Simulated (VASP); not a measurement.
# Cs2RbCl3 (P-3m1) in VASP: further runs

The runs below take Cs2RbCl3 through single point, relaxation of cell and atoms, with PBEsol.

Everything below comes from runs of VASP 6.6.1. Logs are shortened: lines on timing, memory, paths and dates and some standing lists are left out, and cuts for length are marked.

### 1 The cell of the first run

Symmetry: P-3m1, No. 164, trigonal system. Conventional cell: a = 4.787 Å, b = 4.787 Å, c = 11.795 Å, α = 90.00°, β = 90.00°, γ = 120.00°. Cs (site symmetry 3m) has 6 Cl at 3.43 Å within 4.5 Å. Rb (site symmetry -3m) has 6 Cl at 3.31 Å within 4.4 Å. Within 4.4 Å of Cl (site symmetry 3m) lie 3 Rb at 3.31 Å and 3 Cs at 3.43 Å. Within 4.5 Å of Cl (site symmetry -3m) lie 6 Cs at 3.43 Å.

### 2 Single point, PBEsol

File INCAR:

```
SYSTEM = Cs2RbCl3
PREC = Accurate
ENCUT = 520
EDIFF = 1E-7
ISMEAR = -1
SIGMA = 0.03
LREAL = .False.
LASPH = .True.
NELM = 60
ALGO = Normal
ISIF = 2
LWAVE = .False.
LCHARG = .True.
GGA = PS
LELF = .True.
LVHAR = .True.
NBANDS = 33
```

File KPOINTS:

```
regular mesh
0
Gamma
  6 6 2
  0 0 0
```

File POSCAR:

```
Cs2RbCl3
1.0
    4.7873912166      0.0000000028      0.0000000000
   -2.3936956107      4.1460024100      0.0000000000
    0.0000000000      0.0000000000     11.7946981201
Cs Rb Cl
2 1 3
Direct
    0.3333333333      0.6666666667      0.6725239907
    0.6666666667      0.3333333333      0.3274760093
    0.0000000000      0.0000000000      0.0000000000
    0.3333333333      0.6666666667      0.1547365236
    0.6666666667      0.3333333333      0.8452634764
    0.0000000000      0.0000000000      0.5000000000
```

Potentials or basis: VASP PAW PBE potentials, release 64 (Cs_sv, Rb_sv, Cl).

On the command line:

```sh
> cat potpaw_PBE.64/Cs_sv/POTCAR potpaw_PBE.64/Rb_sv/POTCAR potpaw_PBE.64/Cl/POTCAR > POTCAR
> mpirun -np 1 vasp_std > vasp.out
```

OUTCAR:

```text
SYSTEM = Cs2RbCl3
   PREC = Accurate
   ENCUT = 520
   EDIFF = 1E-7
   ISMEAR = -1
   LREAL = .False.
   LASPH = .True.
   NELM = 60
   ISIF = 2
   GGA = PS

 ion  position               nearest neighbor table
   1  0.333  0.667  0.673-
   2  0.667  0.333  0.327-
   3  0.000  0.000  0.000-   4 3.31   5 3.31   4 3.31   5 3.31   5 3.31   4 3.31
   4  0.333  0.667  0.155-   3 3.31   3 3.31   3 3.31
   5  0.667  0.333  0.845-   3 3.31   3 3.31   3 3.31
   6  0.000  0.000  0.500-

  LATTYP: Found a hexagonal cell.
 ALAT       =     4.7873912166
 C/A-ratio  =     2.4637004971

  Lattice vectors:

 A1 = (   4.7873912166,   0.0000000028,   0.0000000000)
 A2 = (  -2.3936956107,   4.1460024100,   0.0000000000)
 A3 = (   0.0000000000,   0.0000000000,  11.7946981201)

Analysis of symmetry for initial positions (statically):
=====================================================================
 Subroutine PRICEL returns:
 Original cell was already a primitive cell.

 Routine SETGRP: Setting up the symmetry group for a
 hexagonal supercell.

 Subroutine GETGRP returns: Found 12 space group operations
 (whereof 12 operations were pure point group operations)
 out of a pool of 24 trial point group operations.

The static configuration has the point symmetry D_3d.

Analysis of symmetry for dynamics (positions and initial velocities):
=====================================================================
 Subroutine PRICEL returns:
 Original cell was already a primitive cell.

 Routine SETGRP: Setting up the symmetry group for a
 hexagonal supercell.

 Subroutine GETGRP returns: Found 12 space group operations
 (whereof 12 operations were pure point group operations)
 out of a pool of 24 trial point group operations.

The dynamic configuration has the point symmetry D_3d.

 Subroutine INISYM returns: Found 12 space group operations
 (whereof 12 operations are pure point group operations),
 and found     1 'primitive' translations

----------------------------------------------------------------------------------------

                                     Primitive cell
[... 83 lines left out ...]
   LNONCOLLINEAR =      F non collinear calculations
   LSORBIT =      F    spin-orbit coupling
   LASPH  =      T    aspherical Exc in radial PAW
   ENCUT  =  520.0 eV  38.22 Ry    6.18 a.u.   8.90  8.90 21.93*2*pi/ulx,y,z
   NELM   =     60;   NELMIN=  2; NELMDL= -5     # of ELM steps
   EDIFF  = 0.1E-06   stopping-criterion for ELM
   LREAL  =      F    real-space projection
   EDIFFG = 0.1E-05   stopping-criterion for IOM
   NSW    =      0    number of steps for IOM
   IBRION =     -1    ionic relax: 0-MD 1-quasi-New 2-CG
   NFREE  =      0    steps in history (QN), initial steepest desc. (CG)
   ISIF   =      2    stress and relaxation
   ISYM   =      2    0-nonsym 1-usesym 2-fastsym
   POTIM  = 0.5000    time-step for ionic-motion
   TEBEG  =    0.0;   TEEND  =   0.0 temperature during run
   PSTRESS=    0.0 pullay stress
   NELECT =      48.0000    total number of electrons
   NUPDOWN=      -1.0000    fix difference up-down
   EMIN   =  10.00;   EMAX   =-10.00  energy-range for DOS
   EFERMI =   0.00;   METHOD = LEGACY
   ISMEAR =    -1;   SIGMA  =   0.03  broadening in eV -4-tet -1-fermi 0-gaus
   EFERMI_NEDOS =   21; number of points for ismear=-14 and -15
   IALGO  =     38    algorithm
   IMIX   =      4    mixing-type and parameters
     AMIX     =   0.40;   BMIX     =  1.00
     AMIX_MAG =   1.60;   BMIX_MAG =  1.00
  volume/ion in A,a.u.               =      39.02       263.31
  Fermi-wavevector in a.u.,A,eV,Ry     =   0.965347  1.824241 12.679200  0.931895
  Thomas-Fermi vector in A             =   2.095056
   LORBIT       =      0    0 simple, 1 ext, 2 COOP (PROOUT), +10 PAW based schemes
   GGA     = PS    functional components
   LHFCALC =     F    Hartree Fock is set to
   AEXX    =    0.0000 exact exchange contribution
   IVDW    =     0    specifies the selected vdW correction
   LEPSILON=     F    determine dielectric tensor
   LRPA    =     F    only Hartree local field effects (RPA)
 non-spin polarized calculation
  energy-cutoff  :      520.00
  volume of cell :      234.11
 maximum number of plane-waves:      6351
 NGX is ok and might be reduce to    36
   NGX = 17   NGY = 17   NGZ = 43

 number of electron      47.9999994 magnetization

 Free energy of the ion-electron system (eV)
  ---------------------------------------------------
  ext. energy  EPLUGINS =         0.00000000
  ---------------------------------------------------
  free energy    TOTEN  =       -20.62142397 eV

  energy without entropy =      -20.62142397  energy(sigma->0) =      -20.62142397

 E-fermi :  -0.7907     XC(G=0):  -7.5896

 val. band max:       -1.5877065234   @ k =   0.0000   0.0000   0.0000
 cond. band min:       3.3051525612   @ k =   0.0000   0.0000   0.0000
 fundamental gap:      4.8928590846
 Fermi energy:        -0.7907474094

 k-point     1 :       0.0000    0.0000    0.0000
  band No.  band energies     occupation
      1     -25.4727      2.00000
      2     -20.4206      2.00000
      3     -20.3996      2.00000
      4     -13.5740      2.00000
      5     -13.5396      2.00000
      6     -13.5007      2.00000
[... 493 lines left out ...]
     32       7.1688      0.00000
     33       7.1688      0.00000

------------------------ aborting loop because EDIFF is reached ----------------------------------------

  FORCE on cell =-STRESS in cart. coord.  units (eV):
  Direction    XX          YY          ZZ          XY          YZ          ZX
  --------------------------------------------------------------------------------------
  -------------------------------------------------------------------------------------
  Total        0.0032308      0.0032308     -0.0186307      0.0000000      0.0000000      0.0000000
  in kB        0.0221111      0.0221111     -0.1275043      0.0000000      0.0000000      0.0000000
  external PRESSURE =      -0.0277607 kB  Pullay stress =       0.0000000 kB

 VOLUME and BASIS-vectors are now :
 -----------------------------------------------------------------------------
  energy-cutoff  :      520.00
  volume of cell :      234.11
      direct lattice vectors                 reciprocal lattice vectors
     4.787391217  0.000000003  0.000000000     0.208882031  0.120598097  0.000000000
    -2.393695611  4.146002410  0.000000000    -0.000000000  0.241196194  0.000000000
     0.000000000  0.000000000 11.794698120     0.000000000  0.000000000  0.084783857

 POSITION                                       TOTAL-FORCE (eV/Angst)
 -----------------------------------------------------------------------------------
     -0.00000      2.76400      7.93222         0.000000      0.000000      0.004099
      2.39370      1.38200      3.86248        -0.000000      0.000000     -0.004099
      0.00000      0.00000      0.00000         0.000000      0.000000      0.000000
     -0.00000      2.76400      1.82507        -0.000000      0.000000     -0.009723
      2.39370      1.38200      9.96963         0.000000     -0.000000      0.009723
      0.00000      0.00000      5.89735         0.000000      0.000000      0.000000
 -----------------------------------------------------------------------------------
    total drift:                                0.000000     -0.000000      0.000000

  FREE ENERGIE OF THE ION-ELECTRON SYSTEM (eV)
  ---------------------------------------------------
  free  energy   TOTEN  =       -20.6214239706 eV

  energy  without entropy=      -20.6214239706  energy(sigma->0) =      -20.62142397
```

OSZICAR:

```text
N       E                     dE             d eps       ncg     rms          rms(c)
DAV:   1     0.341479292069E+03    0.34148E+03   -0.19780E+04   924   0.123E+03
DAV:   2     0.122961089743E+02   -0.32918E+03   -0.31520E+03  1282   0.219E+02
DAV:   3    -0.208529669855E+02   -0.33149E+02   -0.33009E+02  1189   0.785E+01
DAV:   4    -0.216540035525E+02   -0.80104E+00   -0.80028E+00  1336   0.125E+01
DAV:   5    -0.216712815145E+02   -0.17278E-01   -0.17276E-01  1400   0.154E+00    0.436E+00
DAV:   6    -0.206433369373E+02    0.10279E+01   -0.20036E+00  1074   0.483E+00    0.324E+00
DAV:   7    -0.205747970966E+02    0.68540E-01   -0.52309E-01  1279   0.240E+00    0.212E+00
DAV:   8    -0.206117270084E+02   -0.36930E-01   -0.49949E-02  1142   0.111E+00    0.345E-01
DAV:   9    -0.206165984973E+02   -0.48715E-02   -0.25320E-02  1199   0.547E-01    0.174E-01
DAV:  10    -0.206209434917E+02   -0.43450E-02   -0.42917E-03  1062   0.287E-01    0.457E-02
DAV:  11    -0.206213505318E+02   -0.40704E-03   -0.38109E-04  1238   0.773E-02    0.293E-02
DAV:  12    -0.206214180592E+02   -0.67527E-04   -0.10166E-04  1040   0.464E-02    0.116E-02
DAV:  13    -0.206214238498E+02   -0.57907E-05   -0.12569E-05  1230   0.148E-02    0.973E-03
DAV:  14    -0.206214235269E+02    0.32289E-06   -0.11197E-06  1240   0.479E-03    0.682E-03
DAV:  15    -0.206214239986E+02   -0.47170E-06   -0.29141E-06  1088   0.768E-03    0.212E-03
DAV:  16    -0.206214239706E+02    0.28076E-07   -0.16150E-07  1040   0.191E-03
   1 F= -.20621424E+02 E0= -.20621424E+02  d E =-.208056E-11
```

stdout:

```text
POSCAR found type information on POSCAR CsRbCl
 POSCAR found :  3 types and       6 ions
 scaLAPACK will be used
 -----------------------------------------------------------------------------
|                                                                             |
|                                                                             |
|     You enforced a specific xc type in the INCAR file but a different       |
|     I HOPE YOU KNOW WHAT YOU ARE DOING!                                     |
|                                                                             |
 -----------------------------------------------------------------------------

 LDA part: xc-table for (Slater+PW92), standard interpolation
 POSCAR, INCAR and KPOINTS ok, starting setup
 FFT: planning ... GRIDC
 FFT: planning ... GRID_SOFT
 FFT: planning ... GRID
 WAVECAR not read
 entering main loop
```

It took 1.7 min on 1 thread of Intel Xeon Platinum 8488C (Sapphire Rapids), shared host; peak memory 0.37 GiB.

Results:

| Property | Result |
| --- | --- |
| Free energy | -20.6214 eV |
| Pressure | 0.0 GPa |
| Largest force | 0.010 eV/Å |
| Band gap on the k mesh | 4.89 eV |

Forces in eV/Å, atoms in the order of the input:
```
Cs   0.000  0.000  0.004
Cs   0.000  0.000 -0.004
Rb   0.000  0.000  0.000
Cl   0.000  0.000 -0.010
Cl   0.000  0.000  0.010
Cl   0.000  0.000  0.000
```

Caveat: the PAW data sets were made with another functional, which shifts forces and pressure a little; spin-orbit coupling is left out, which moves the levels of the heavy elements.

### 3 Relaxation of cell and atoms, PBEsol

This run uses another cell than the first one, of 41.25 Å³/atom.

File INCAR:

```
  PREC = Accurate
  ENCUT = 600
  EDIFF = 1E-6
  ISMEAR = -1
  SIGMA = 0.03
  LREAL = False
  LASPH = True
  NELM = 60
  ALGO = Normal
  ISIF = 3
  LWAVE = False
  LCHARG = False
  GGA = PS
  IBRION = 2
  NSW = 100
  EDIFFG = -0.01
```

File KPOINTS:

```
regular mesh
0
Gamma
  6 6 2
```

File POSCAR:

```
Cs2RbCl3
1.0
    4.8708590700      0.0000000000      0.0000000000
   -2.4354295400      4.2182877000      0.0000000000
    0.0000000000      0.0000000000     12.0469334200
Cs Rb Cl
2 1 3
Direct
    0.3333333300      0.6666666700      0.6790233900
    0.6666666700      0.3333333300      0.3209766100
    0.0000000000      0.0000000000      0.0000000000
    0.3333333300      0.6666666700      0.1429916000
    0.6666666700      0.3333333300      0.8570084000
    0.0000000000      0.0000000000      0.5000000000
```

Potentials or basis: VASP PAW PBE potentials, release 64 (Cs_sv, Rb_sv, Cl).

On the command line:

```sh
> cat potpaw_PBE.64/Cs_sv/POTCAR potpaw_PBE.64/Rb_sv/POTCAR potpaw_PBE.64/Cl/POTCAR > POTCAR
> mpirun -np 1 vasp_std > vasp.out
```

OUTCAR:

```text
PREC = Accurate
   ENCUT = 600
   EDIFF = 1E-6
   ISMEAR = -1
   LREAL = False
   LASPH = True
   NELM = 60
   ISIF = 3
   GGA = PS
   IBRION = 2
   NSW = 100
   EDIFFG = -0.01

 ion  position               nearest neighbor table
   1  0.333  0.667  0.679-
   2  0.667  0.333  0.321-
   3  0.000  0.000  0.000-   4 3.30   5 3.30   5 3.30   4 3.30   5 3.30   4 3.30
   4  0.333  0.667  0.143-   3 3.30   3 3.30   3 3.30
   5  0.667  0.333  0.857-   3 3.30   3 3.30   3 3.30
   6  0.000  0.000  0.500-

  LATTYP: Found a hexagonal cell.
 ALAT       =     4.8708590700
 C/A-ratio  =     2.4732666757

  Lattice vectors:

 A1 = (   4.8708590700,   0.0000000000,   0.0000000000)
 A2 = (  -2.4354295400,   4.2182877000,   0.0000000000)
 A3 = (   0.0000000000,   0.0000000000,  12.0469334200)

Analysis of symmetry for initial positions (statically):
=====================================================================
 Subroutine PRICEL returns:
 Original cell was already a primitive cell.

 Routine SETGRP: Setting up the symmetry group for a
 hexagonal supercell.

 Subroutine GETGRP returns: Found 12 space group operations
[... 163 lines left out ...]
  energy without entropy =      -20.55653156  energy(sigma->0) =      -20.55653156

------------------------ aborting loop because EDIFF is reached ----------------------------------------

  FORCE on cell =-STRESS in cart. coord.  units (eV):
  Direction    XX          YY          ZZ          XY          YZ          ZX
  --------------------------------------------------------------------------------------
  -------------------------------------------------------------------------------------
  Total       -1.0492837     -1.0492837     -1.3631181      0.0000000      0.0000000      0.0000000
  in kB       -6.7918053     -6.7918054     -8.8231933      0.0000000      0.0000000      0.0000000
  external PRESSURE =      -7.4689347 kB  Pullay stress =       0.0000000 kB
[... 101 lines left out ...]
  FREE ENERGIE OF THE ION-ELECTRON SYSTEM (eV)
  ---------------------------------------------------
  free  energy   TOTEN  =       -20.5999126476 eV

  energy  without entropy=      -20.5999126476  energy(sigma->0) =      -20.59991265

[... ionic steps 4 to 11 ...]

--------------------------------------- Ionic step       12  -------------------------------------------

 number of electron      48.0000000 magnetization

------------------------ aborting loop because EDIFF is reached ----------------------------------------
[... 75 lines left out ...]
--------------------------------------- Ionic step       14  -------------------------------------------

 number of electron      48.0000000 magnetization

 Free energy of the ion-electron system (eV)
  ---------------------------------------------------
  ext. energy  EPLUGINS =         0.00000000
  ---------------------------------------------------
  free energy    TOTEN  =       -20.62258164 eV

  energy without entropy =      -20.62258164  energy(sigma->0) =      -20.62258164

 E-fermi :  -0.8075     XC(G=0):  -7.5863

 val. band max:       -1.5856661839   @ k =   0.0000   0.0000   0.0000
 cond. band min:       3.2994794541   @ k =   0.0000   0.0000   0.0000
 fundamental gap:      4.8851456380
 Fermi energy:        -0.8075158143

 k-point     1 :       0.0000    0.0000    0.0000
  band No.  band energies     occupation
      1     -25.4640      2.00000
      2     -20.4316      2.00000
      3     -20.4106      2.00000
      4     -13.5765      2.00000
      5     -13.5373      2.00000
      6     -13.5022      2.00000
[... 456 lines left out ...]
  FREE ENERGIE OF THE ION-ELECTRON SYSTEM (eV)
  ---------------------------------------------------
  free  energy   TOTEN  =       -20.6225816429 eV

  energy  without entropy=      -20.6225816429  energy(sigma->0) =      -20.62258164

 reached required accuracy - stopping structural energy minimisation
```

Wall time 15 min (1 thread of Intel Xeon Platinum 8488C (Sapphire Rapids), shared host); peak memory 0.49 GiB.

Results:

* Free energy: -20.6226 eV
* Relaxed volume: 39.05 Å³/atom
* Relaxed cell: a = 4.798 Å, b = 4.798 Å, c = 11.751 Å, α = 90.00°, β = 90.00°, γ = 120.00°
* Space group after relaxing (to 0.1 Å): P-3m1 (No. 164)
* Energy gained by relaxing: 11.0 meV/atom
* Ionic steps: 14
* Pressure after relaxing: 0.0 GPa
* Largest force after relaxing: 0.005 eV/Å
* Band gap on the k mesh: 4.89 eV

Forces in eV/Å, atoms in the order of the input:
```
Cs   0.000  0.000  0.005
Cs   0.000  0.000 -0.005
Rb   0.000  0.000  0.000
Cl   0.000  0.000  0.005
Cl   0.000  0.000 -0.005
Cl   0.000  0.000  0.000
```

Step by step:
| step | energy change (eV) | largest force (eV/Å) | pressure (GPa) | volume (Å³) |
| --- | --- | --- | --- | --- |
| 1 | 0.0000 | 0.2195 | -0.75 | 247.52 |
| 2 | -0.0297 | 0.2009 | -0.41 | 240.70 |
| 3 | -0.0434 | 0.1688 | 0.14 | 231.70 |
| 4 | -0.0435 | 0.1707 | 0.10 | 232.36 |
| 5 | -0.0479 | 0.1452 | 0.09 | 232.56 |
| 6 | -0.0573 | 0.0746 | 0.06 | 233.16 |
| 7 | -0.0603 | 0.1063 | 0.01 | 234.36 |
| 8 | -0.0616 | 0.0955 | 0.02 | 233.95 |
| 9 | -0.0641 | 0.0556 | -0.02 | 234.62 |
| 10 | -0.0654 | 0.0111 | -0.07 | 235.43 |
| 11 | -0.0654 | 0.0088 | -0.08 | 235.59 |
| 12 | -0.0657 | 0.0155 | 0.06 | 233.44 |
| 13 | -0.0659 | 0.0094 | 0.01 | 234.19 |
| 14 | -0.0661 | 0.0051 | 0.00 | 234.29 |

Final structure:
```
CELL_PARAMETERS angstrom
4.79821 0.00000 0.00000
-2.39910 4.15537 0.00000
0.00000 0.00000 11.75086
ATOMIC_POSITIONS crystal
Cs 0.33333 0.66667 0.67282
Cs 0.66667 0.33333 0.32718
Rb 0.00000 0.00000 0.00000
Cl 0.33333 0.66667 0.15405
Cl 0.66667 0.33333 0.84595
Cl 0.00000 0.00000 0.50000
```

Caveat: the PAW data sets were made with another functional, which shifts forces and pressure a little; spin-orbit coupling is left out, which moves the levels of the heavy elements.
